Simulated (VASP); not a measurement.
# Ag (P6_3/mmc) in VASP: notebook

Runs on Ag. Level: PBEsol. Tasks: single point.

Everything below comes from runs of VASP 6.6.1. Logs are shortened: lines on timing, memory, paths and dates and some standing lists are left out, and cuts for length are marked.

### Step 1. The cell of the first run

It takes space group P6_3/mmc (No. 194, hexagonal). The conventional cell has a = 2.782 Å, b = 2.782 Å, c = 9.049 Å, α = 90.00°, β = 90.00°, γ = 120.00°. Ag (site symmetry -6m2) has 12 Ag at 2.77 to 2.78 Å within 3.7 Å. Ag (site symmetry -3m) has 12 Ag at 2.77 to 2.78 Å within 3.7 Å.

This isn't the form of Ag at room conditions, which is fcc.

### Step 2. Single point, PBEsol (15.16 Å³/atom)

The input, INCAR:

```
SYSTEM = Ag
PREC = Accurate
ENCUT = 520
EDIFF = 1E-7
ISMEAR = 0
SIGMA = 0.1
LREAL = .FALSE.
LASPH = .TRUE.
NELM = 60
ALGO = Fast
ISIF = 2
LWAVE = .FALSE.
LCHARG = .FALSE.
GGA = PS
NBANDS = 30
```

The input, KPOINTS:

```
Automatic mesh
0
G
  18 18 4
  0 0 0
```

The input, POSCAR:

```
Ag
1.0
    2.7821032249      0.0000000000      0.0000000000
   -1.3910516124      2.4093720687      0.0000000000
    0.0000000000      0.0000000000      9.0490656342
Ag
4
Direct
    0.3333333333      0.6666666667      0.2500000000
    0.6666666667      0.3333333333      0.7500000000
    0.0000000000      0.0000000000      0.0000000000
    0.0000000000      0.0000000000      0.5000000000
```

Potentials or basis: VASP PAW PBE potentials, release 64 (Ag).

Started as:

```sh
$ cat potpaw_PBE.64/Ag/POTCAR > POTCAR
$ mpirun -np 1 vasp_std > vasp.out
```

OUTCAR:

```text
SYSTEM = Ag
   PREC = Accurate
   ENCUT = 520
   EDIFF = 1E-7
   ISMEAR = 0
   LREAL = .FALSE.
   LASPH = .TRUE.
   NELM = 60
   ISIF = 2
   GGA = PS

 ion  position               nearest neighbor table
   1  0.333  0.667  0.250-   3 2.77   4 2.77   3 2.77   4 2.77   3 2.77   4 2.77
   2  0.667  0.333  0.750-   3 2.77   4 2.77   3 2.77   4 2.77   3 2.77   4 2.77
   3  0.000  0.000  0.000-   1 2.77   2 2.77   1 2.77   2 2.77   2 2.77   1 2.77
   4  0.000  0.000  0.500-   1 2.77   2 2.77   1 2.77   2 2.77   2 2.77   1 2.77

  LATTYP: Found a hexagonal cell.
 ALAT       =     2.7821032249
 C/A-ratio  =     3.2525988084

  Lattice vectors:

 A1 = (   2.7821032249,   0.0000000000,   0.0000000000)
 A2 = (  -1.3910516124,   2.4093720687,   0.0000000000)
 A3 = (   0.0000000000,   0.0000000000,   9.0490656342)

Analysis of symmetry for initial positions (statically):
=====================================================================
 Subroutine PRICEL returns:
 Original cell was already a primitive cell.

 Routine SETGRP: Setting up the symmetry group for a
 hexagonal supercell.

 Subroutine GETGRP returns: Found 24 space group operations
 (whereof 12 operations were pure point group operations)
 out of a pool of 24 trial point group operations.

The static configuration has the point symmetry D_3d.
 The point group associated with its full space group is D_6h.

Analysis of symmetry for dynamics (positions and initial velocities):
=====================================================================
 Subroutine PRICEL returns:
 Original cell was already a primitive cell.

 Routine SETGRP: Setting up the symmetry group for a
 hexagonal supercell.

 Subroutine GETGRP returns: Found 24 space group operations
 (whereof 12 operations were pure point group operations)
 out of a pool of 24 trial point group operations.

The dynamic configuration has the point symmetry D_3d.
 The point group associated with its full space group is D_6h.

 Subroutine INISYM returns: Found 24 space group operations
 (whereof 12 operations are pure point group operations),
 and found     1 'primitive' translations

----------------------------------------------------------------------------------------

                                     Primitive cell

  volume of cell :      60.6570

  direct lattice vectors                    reciprocal lattice vectors
     2.782103225  0.000000000  0.000000000     0.359440294  0.207522950  0.000000000
    -1.391051612  2.409372069  0.000000000     0.000000000  0.415045901  0.000000000
     0.000000000  0.000000000  9.049065634     0.000000000  0.000000000  0.110508647

  length of vectors
     2.782103225  2.782103225  9.049065634     0.415045901  0.415045901  0.110508647

  position of ions in fractional coordinates (direct lattice)
     0.333333333  0.666666667  0.250000000
     0.666666667  0.333333333  0.750000000
     0.000000000  0.000000000  0.000000000
     0.000000000  0.000000000  0.500000000

  ion indices of the primitive-cell ions
   primitive index   ion index
                 1           1
                 2           2
                 3           3
                 4           4

----------------------------------------------------------------------------------------

 KPOINTS: Automatic mesh

Automatic generation of k-mesh.
 Grid dimensions read from file:
 generate k-points for:   18   18    4

 Generating k-lattice:

  Cartesian coordinates                     Fractional coordinates (reciprocal lattice)
     0.019968905  0.011529053  0.000000000     0.055555556  0.000000000  0.000000000
     0.000000000  0.023058106  0.000000000     0.000000000  0.055555556  0.000000000
     0.000000000  0.000000000  0.027627162     0.000000000  0.000000000  0.250000000

  Length of vectors
     0.023058106  0.023058106  0.027627162

  Shift w.r.t. Gamma in fractional coordinates (k-lattice)
     0.000000000  0.000000000  0.000000000

 Subroutine IBZKPT returns following result:
 ===========================================

 Found    111 irreducible k-points:

 Following reciprocal coordinates:
            Coordinates               Weight
  0.000000  0.000000  0.000000      1.000000
  0.055556 -0.000000  0.000000      6.000000
  0.111111 -0.000000  0.000000      6.000000
  0.166667 -0.000000  0.000000      6.000000
  0.222222 -0.000000  0.000000      6.000000
  0.277778 -0.000000  0.000000      6.000000
[... 16 lines left out ...]
  0.333333  0.111111  0.000000     12.000000
  0.388889  0.111111  0.000000     12.000000
 [... further k-points ...]
   k-points           NKPTS =    111   k-points in BZ     NKDIM =    111   number of bands    NBANDS=     30
   number of dos      NEDOS =    301   number of ions     NIONS =      4
   total plane-waves  NPLWV =  40320
   dimension x,y,z NGX =    24 NGY =   24 NGZ =   70
   dimension x,y,z NGXF=    48 NGYF=   48 NGZF=  140
   ions per type =               4
   NGX,Y,Z   is equivalent  to a cutoff of  14.34, 14.34, 12.86 a.u.
   NGXF,Y,Z  is equivalent  to a cutoff of  28.68, 28.68, 25.72 a.u.
 SYSTEM =  Ag
   PREC   = accura    normal or accurate (medium, high low for compatibility)
   ISTART =      0    job   : 0-new  1-cont  2-samecut
   ICHARG =      2    charge: 1-file 2-atom 10-const
   ISPIN  =      1    spin polarized calculation?
   LNONCOLLINEAR =      F non collinear calculations
   LSORBIT =      F    spin-orbit coupling
   LASPH  =      T    aspherical Exc in radial PAW
   ENCUT  =  520.0 eV  38.22 Ry    6.18 a.u.   5.17  5.17 16.83*2*pi/ulx,y,z
   NELM   =     60;   NELMIN=  2; NELMDL= -5     # of ELM steps
   EDIFF  = 0.1E-06   stopping-criterion for ELM
   LREAL  =      F    real-space projection
   EDIFFG = 0.1E-05   stopping-criterion for IOM
   NSW    =      0    number of steps for IOM
   IBRION =     -1    ionic relax: 0-MD 1-quasi-New 2-CG
   NFREE  =      0    steps in history (QN), initial steepest desc. (CG)
   ISIF   =      2    stress and relaxation
   ISYM   =      2    0-nonsym 1-usesym 2-fastsym
   POTIM  = 0.5000    time-step for ionic-motion
   TEBEG  =    0.0;   TEEND  =   0.0 temperature during run
   PSTRESS=    0.0 pullay stress
   NELECT =      44.0000    total number of electrons
   NUPDOWN=      -1.0000    fix difference up-down
   EMIN   =  10.00;   EMAX   =-10.00  energy-range for DOS
   EFERMI =   0.00;   METHOD = LEGACY
   ISMEAR =     0;   SIGMA  =   0.10  broadening in eV -4-tet -1-fermi 0-gaus
   EFERMI_NEDOS =   21; number of points for ismear=-14 and -15
   IALGO  =     68    algorithm
   IMIX   =      4    mixing-type and parameters
     AMIX     =   0.40;   BMIX     =  1.00
     AMIX_MAG =   1.60;   BMIX_MAG =  1.00
  volume/ion in A,a.u.               =      15.16       102.33
  Fermi-wavevector in a.u.,A,eV,Ry     =   1.470953  2.779698 29.438960  2.163702
  Thomas-Fermi vector in A             =   2.586147
   LORBIT       =      0    0 simple, 1 ext, 2 COOP (PROOUT), +10 PAW based schemes
   GGA     = PS    functional components
   LHFCALC =     F    Hartree Fock is set to
   AEXX    =    0.0000 exact exchange contribution
   IVDW    =     0    specifies the selected vdW correction
   LEPSILON=     F    determine dielectric tensor
   LRPA    =     F    only Hartree local field effects (RPA)
 non-spin polarized calculation
 RMM-DIIS sequential band-by-band and
 Gauss-broadening in eV      SIGMA  =   0.10
  energy-cutoff  :      520.00
  volume of cell :       60.66
 maximum number of plane-waves:      1654
 NGX is ok and might be reduce to    24
   NGX = 11   NGY = 11   NGZ = 33

 number of electron      44.0000014 magnetization

 Free energy of the ion-electron system (eV)
  ---------------------------------------------------
  ext. energy  EPLUGINS =         0.00000000
  ---------------------------------------------------
  free energy    TOTEN  =       -12.98729495 eV

  energy without entropy =      -12.98393541  energy(sigma->0) =      -12.98561518

 E-fermi :   9.9805     XC(G=0): -13.1256

 val. band max:        9.9662642116   @ k =   0.2222   0.2222   0.0000
 cond. band min:      10.0352232636   @ k =   0.4444  -0.0000   0.0000
 fundamental gap:      0.0689590520
 Fermi energy:         9.9805037927

 k-point     1 :       0.0000    0.0000    0.0000
  band No.  band energies     occupation
      1       1.2308      2.00000
      2       2.7727      2.00000
      3       2.7757      2.00000
      4       2.7805      2.00000
      5       4.7091      2.00000
      6       4.7091      2.00000
[... 22 lines left out ...]
     29      25.8277      0.00000
     30      26.8643      0.00000

 k-point     2 :       0.0556   -0.0000    0.0000
  band No.  band energies     occupation
      1       1.3254      2.00000
      2       2.8370      2.00000
      3       2.8574      2.00000
      4       2.8639      2.00000
      5       4.6320      2.00000
      6       4.6761      2.00000
[... 22 lines left out ...]
     29      25.8424      0.00000
     30      26.7145      0.00000

 k-point     3 :       0.1111   -0.0000    0.0000
  band No.  band energies     occupation
      1       1.6006      2.00000
      2       3.0031      2.00000
      3       3.0927      2.00000
      4       3.0972      2.00000
      5       4.3847      2.00000
      6       4.5703      2.00000
[... 22 lines left out ...]
     29      25.6875      0.00000
     30      25.9840      0.00000

 k-point     4 :       0.1667   -0.0000    0.0000
  band No.  band energies     occupation
      1       2.0261      2.00000
      2       3.2045      2.00000
      3       3.3898      2.00000
      4       3.4137      2.00000
      5       4.1174      2.00000
      6       4.3054      2.00000
[... 616 lines left out ...]
     29      20.6799      0.00000
     30      23.1023      0.00000

 k-point    23 :       0.3333    0.1111    0.0000
  band No.  band energies     occupation
      1       3.0326      2.00000
      2       3.0330      2.00000
      3       3.1804      2.00000
      4       3.7148      2.00000
      5       3.7640      2.00000
      6       4.0040      2.00000
[... 22 lines left out ...]
     29      20.0031      0.00000
     30      22.4440      0.00000

 k-point    24 :       0.3889    0.1111    0.0000
  band No.  band energies     occupation
      1       2.9070      2.00000
      2       2.9567      2.00000
      3       3.0832      2.00000
      4       3.6188      2.00000
      5       3.6915      2.00000
      6       3.9806      2.00000
[... 22 lines left out ...]
     29      19.5428      0.00000
     30      20.9300      0.00000

 [... further k-points ...]
[... 5 lines left out ...]
  --------------------------------------------------------------------------------------
  -------------------------------------------------------------------------------------
  Total        5.4051171      5.4051171      5.4152469      0.0000000     -0.0000000      0.0000000
  in kB      142.7693022    142.7693022    143.0368680      0.0000000     -0.0000000      0.0000000
  external PRESSURE =     142.8584908 kB  Pullay stress =       0.0000000 kB

 VOLUME and BASIS-vectors are now :
 -----------------------------------------------------------------------------
  energy-cutoff  :      520.00
  volume of cell :       60.66
      direct lattice vectors                 reciprocal lattice vectors
     2.782103225  0.000000000  0.000000000     0.359440294  0.207522950  0.000000000
    -1.391051612  2.409372069  0.000000000     0.000000000  0.415045901  0.000000000
     0.000000000  0.000000000  9.049065634     0.000000000  0.000000000  0.110508647

 POSITION                                       TOTAL-FORCE (eV/Angst)
 -----------------------------------------------------------------------------------
     -0.00000      1.60625      2.26227         0.000000      0.000000      0.000000
      1.39105      0.80312      6.78680        -0.000000     -0.000000     -0.000000
      0.00000      0.00000      0.00000         0.000000      0.000000      0.000000
      0.00000      0.00000      4.52453         0.000000      0.000000      0.000000
 -----------------------------------------------------------------------------------
    total drift:                               -0.000000      0.000000      0.000000

  FREE ENERGIE OF THE ION-ELECTRON SYSTEM (eV)
  ---------------------------------------------------
  free  energy   TOTEN  =       -12.9872949479 eV

  energy  without entropy=      -12.9839354116  energy(sigma->0) =      -12.98561518
```

Run time: 5.5 min. Hardware: 1 thread of Intel Xeon 8259CL, shared host; peak memory 0.3 GiB.

Results:

| Item | Value |
| --- | --- |
| Free energy | -12.9873 eV |
| Pressure | 14.3 GPa |
| Band gap on the k mesh | zero (bands 22 and 23 overlap by 6.81 eV) |

Levels at points of the mesh, in eV from the Fermi level:
| k point | band 20 | band 21 | band 22 | band 23 | band 24 | band 25 |
| --- | --- | --- | --- | --- | --- | --- |
| (0.00, 0.00, 0.00) | -3.54 | -3.54 | -3.05 | -3.05 | -0.77 | 4.33 |
| (0.50, 0.00, 0.00) | -2.78 | -0.51 | 0.47 | 1.14 | 1.68 | 4.97 |
| (0.00, 0.00, 0.50) | -3.26 | -3.26 | -3.26 | -2.86 | -2.86 | 7.27 |
| (0.50, 0.00, 0.50) | -2.83 | 0.12 | 0.12 | 1.47 | 1.47 | 5.32 |

Caveat: the cell stands under pressure; the PAW data sets were made with another functional, which shifts forces and pressure a little.

### Step 3. Single point, PBEsol (15.66 Å³/atom)

This run uses another cell than the first one, of 15.66 Å³/atom.

The input, INCAR:

```
SYSTEM = Ag
ALGO = Fast ; EDIFF = 1E-7
ENCUT = 520 ; GGA = PS
ISIF = 2 ; ISMEAR = 0
LASPH = .TRUE. ; LCHARG = .FALSE.
LREAL = .FALSE. ; LWAVE = .FALSE.
NBANDS = 30 ; NELM = 60
PREC = Accurate ; SIGMA = 0.1
```

The input, KPOINTS:

```
k-points
0
G
  18 18 4
  0 0 0
```

The input, POSCAR:

```
Ag
1.0
    2.8123458467      0.0000000000      0.0000000000
   -1.4061729233      2.4355629474      0.0000000000
    0.0000000000      0.0000000000      9.1474327498
Ag
4
Direct
    0.3333333333      0.6666666667      0.2500000000
    0.6666666667      0.3333333333      0.7500000000
    0.0000000000      0.0000000000      0.0000000000
    0.0000000000      0.0000000000      0.5000000000
```

Potentials or basis: VASP PAW PBE potentials, release 64 (Ag).

Started as:

```sh
$ cat potpaw_PBE.64/Ag/POTCAR > POTCAR
$ mpirun -np 1 vasp_std > vasp.out
```

It took 5.5 min on 1 thread of Intel Xeon 8259CL, shared host; peak memory 0.3 GiB.

Results (log left out):

| Item | Value |
| --- | --- |
| Free energy | -13.1294 eV |
| Pressure | 8.5 GPa |
| Band gap on the k mesh | zero (bands 22 and 23 overlap by 6.71 eV) |

Levels at points of the mesh, in eV from the Fermi level:
| k point | band 18 | band 19 | band 20 | band 21 | band 22 | band 23 | band 24 | band 25 | band 26 | band 27 |
| --- | --- | --- | --- | --- | --- | --- | --- | --- | --- | --- |
| (0.00, 0.00, 0.00) | -3.76 | -3.76 | -3.49 | -3.49 | -3.03 | -3.03 | -0.67 | 4.13 | 11.82 | 11.88 |
| (0.50, 0.00, 0.00) | -2.81 | -2.81 | -2.77 | -0.44 | 0.53 | 1.09 | 1.63 | 4.77 | 4.84 | 7.85 |
| (0.00, 0.00, 0.50) | -3.95 | -3.22 | -3.22 | -3.22 | -3.22 | -2.76 | -2.76 | 7.05 | 7.05 | 15.64 |
| (0.50, 0.00, 0.50) | -2.95 | -2.82 | -2.82 | 0.13 | 0.13 | 1.44 | 1.44 | 5.14 | 5.14 | 6.93 |

Caveat: the cell stands under pressure; the PAW data sets were made with another functional, which shifts forces and pressure a little.

(Continued in part 2 of 2.)

The gap in the log of VASP goes by the Fermi energy; the results here count the filled bands.